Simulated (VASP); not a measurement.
Here is a VASP 6.6.1 calculation.

File INCAR:

```
SYSTEM = C
PREC = Accurate
ENCUT = 600
EDIFF = 1E-7
ISMEAR = -1
SIGMA = 0.05
LREAL = .False.
LASPH = .True.
NELM = 120
ALGO = Normal
ISIF = 3
LWAVE = .False.
LCHARG = .False.
GGA = CA
IBRION = 2
NSW = 60
EDIFFG = -0.005
PSTRESS = 5.0
GGA_COMPAT = .False.
NELMIN = 4
```

KPOINTS

```
Automatic mesh
0
Gamma
  22 22 22
  0 0 0
```

POSCAR

```
C
1.0
    0.0000000000      1.5045703660      1.5045703660
    1.5045703660      0.0000000000      1.5045703660
    1.5045703660      1.5045703660      0.0000000000
C
1
Direct
    0.0000000000      0.0000000000      0.0000000000
```

Potentials or basis: VASP PAW LDA potentials, release 64 (C).

The run is started by

```console
$ cat potpaw_LDA.64/C/POTCAR > POTCAR
$ mpirun -np 1 vasp_std > vasp.out
```

**Question.** What does it give for the band gap on the k mesh?

**Answer.** Zero (band 2 reaches 16.96 eV, above the bottom of band 3 at 5.26 eV).

**Question.** Estimate the relaxed cell.

**Answer.** a = 2.129 Å, b = 2.129 Å, c = 2.129 Å, α = 60.00°, β = 60.00°, γ = 60.00°.

**Question.** Estimate the relaxed volume.

**Answer.** 6.82 Å³/atom.

Final structure:
```yaml
crystal:
  lattice:
    - [0.00000, 1.50545, 1.50545]
    - [1.50545, 0.00000, 1.50545]
    - [1.50545, 1.50545, 0.00000]
  atoms:
    - { symbol: C, position: [0.00000, 0.00000, 0.00000] }
```

Caveat: the cell is relaxed towards a set pressure, so the enthalpy falls and the energy may rise.
